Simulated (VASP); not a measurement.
Write the native input for VASP 6.6.1 that does the following.

```yaml
Task: single point
Functional: RPBE
Dispersion: D3(BJ)
Potentials_or_basis: VASP PAW PBE potentials, release 64 (W_sv, S)
Cutoff: 520 eV
k_mesh: 10 × 10 × 3
Occupations: fermi-dirac, width 0.05 eV
Spin: no spin polarisation
Dipole_correction: no
Further_INCAR_settings: ALGO = Normal; EDIFF = 1e-07; NBANDS = 35
```

The structure of WS2 (Tungstenite) lies in POSCAR:

```
WS2
1.0
    3.2010602164      0.0000000000      0.0000000000
   -1.6005301082      2.7721994664      0.0000000000
    0.0000000000      0.0000000000     12.5827838695
W S
2 4
Direct
    0.6666666667      0.3333333333      0.7500000000
    0.3333333333      0.6666666667      0.2500000000
    0.6666666667      0.3333333333      0.3750000000
    0.3333333333      0.6666666667      0.8750000000
    0.6666666667      0.3333333333      0.1250000000
    0.3333333333      0.6666666667      0.6250000000
```

One way to write it, as run:

INCAR

```
PREC = Accurate ; ENCUT = 520
EDIFF = 1E-7 ; ISMEAR = -1
SIGMA = 0.05 ; LREAL = False
LASPH = True ; NELM = 80
ALGO = Normal ; ISIF = 2
LWAVE = False ; LCHARG = True
GGA = RP ; IVDW = 12
LELF = True ; LVHAR = True
NBANDS = 35
```

KPOINTS

```
Automatic mesh
0
Gamma
  10 10 3
```

Potentials or basis: VASP PAW PBE potentials, release 64 (W_sv, S).

Run with:

```console
$ cat potpaw_PBE.64/W_sv/POTCAR potpaw_PBE.64/S/POTCAR > POTCAR
$ mpirun -np 1 vasp_std > vasp.out
```

Results of the run:

The pressure is -16.7 GPa, the largest force is 0.688 eV/Å and the band gap on the k mesh is 1.20 eV, indirect (least direct gap 2.04 eV). The dispersion energy per atom is -2.033 eV.

Caveat: the PAW data sets were made with another functional, which shifts forces and pressure a little; spin-orbit coupling is left out, which moves the levels of the heavy elements.

Wall time 120 s on 1 thread of Intel Xeon 6975P-C, on a shared host, peak memory 0.28 GiB.
